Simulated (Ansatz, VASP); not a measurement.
# One calculation of Ti, two programs

```
CELL_PARAMETERS angstrom
0.00000 2.08075 1.92850
2.08075 0.00000 1.92850
2.08075 2.08075 0.00000
ATOMIC_POSITIONS crystal
Ti 0.00000 0.00000 0.00000
```

Change from the starting cell: strain +0.025 along x and y, -0.050 along z, atoms carried along.

Alike in both runs: task single point; functional PBEsol; k mesh 20 × 20 × 20; occupations gaussian, width 0.15 eV; no spin polarisation.

|  | VASP | Ansatz |
| --- | --- | --- |
| version | VASP 6.6.1 | Ansatz 0.2.0 |
| potentials or method | VASP PAW PBE potentials, release 64 (Ti_sv), cutoff 520 eV | scalar-relativistic, plane waves, PAW |
| valence electrons in the cell | 12 | 12 |

```csv
,VASP,Ansatz,Ansatz less VASP
gap on the k mesh at the Fermi level (eV),none,none,-
pressure (GPa),-0.4,-0.1,+0.28
"traceless stress, the component that is largest in VASP (GPa)",1.60,1.59,-0.009
```

VASP's potentials were made for PBE, not for PBEsol. A gap of «none» marks a metal or a gap that the smearing closes. With one functional, cell and mesh, what is left measures potentials, basis and numerics.
